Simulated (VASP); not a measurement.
Runs of VASP 6.6.1 on Ba2Be. The structure is that of space group P6/mmm (No. 191), or close to it. The cells are those of the table. The cell was generated, and may not be a known phase.

| task | cell | k mesh | cutoff (eV) | gap on the mesh (eV) | pressure (GPa) | relaxed volume (Å³/atom) |
| --- | --- | --- | --- | --- | --- | --- |
| single point | a = 4.307, b = 4.307, c = 4.830 Å, angles 90.0, 90.0, 120.0°, 3 atoms | 6 × 6 × 4 | 520 | none | 48.8 | - |
| single point | a = 5.773, b = 5.773, c = 3.563 Å, angles 90.0, 90.0, 120.0°, 3 atoms | 12 × 12 × 14 | 520 | none | (b) | - |
| relaxation of cell and atoms | relaxed from a = 5.812, b = 5.812, c = 3.559 Å, angles 90.0, 90.0, 120.0°, 3 atoms | 12 × 12 × 14 | 600 | none | 0.0 | 35.57 |
| single point | a = 5.799, b = 5.799, c = 3.594 Å, angles 90.0, 90.0, 120.0°, 3 atoms | 6 × 6 × 4 | 520 | none | 0.9 | - |
| single point | a = 5.812, b = 5.812, c = 3.559 Å, angles 90.0, 90.0, 120.0°, 3 atoms | 3 × 3 × 6 | 520 | none | 0.6 | - |
| relaxation of cell and atoms | relaxed from a = 4.307, b = 4.307, c = 4.830 Å, angles 90.0, 90.0, 120.0°, 3 atoms | 6 × 6 × 4 | 600 | none | 0.1 | 36.54 |
| relaxation of cell and atoms | relaxed from a = 5.799, b = 5.799, c = 3.594 Å, angles 90.0, 90.0, 120.0°, 3 atoms | 3 × 3 × 6 | 600 | none | 0.0 | (a) |

Alike in all rows: level PBE; potentials or basis VASP PAW PBE potentials, release 64 (Ba_sv, Be); no spin polarisation; smearing gaussian 0.1 eV.

Question: Fill in the values left out.

Answer: (a) 35.77; (b) 0.7.

Caveats: some runs use coarse meshes; spin-orbit coupling is left out, which moves the levels of the heavy elements; the stress differs along the axes, from -8 to 77 GPa (at least some runs); the volume moved by over 15 % at a fixed basis, so the end points are rough (at least some runs).

A k mesh can miss the band edges, and the runs leave out spin-orbit coupling on Ba.

A gap of «none» marks levels without a gap at the run's occupations.
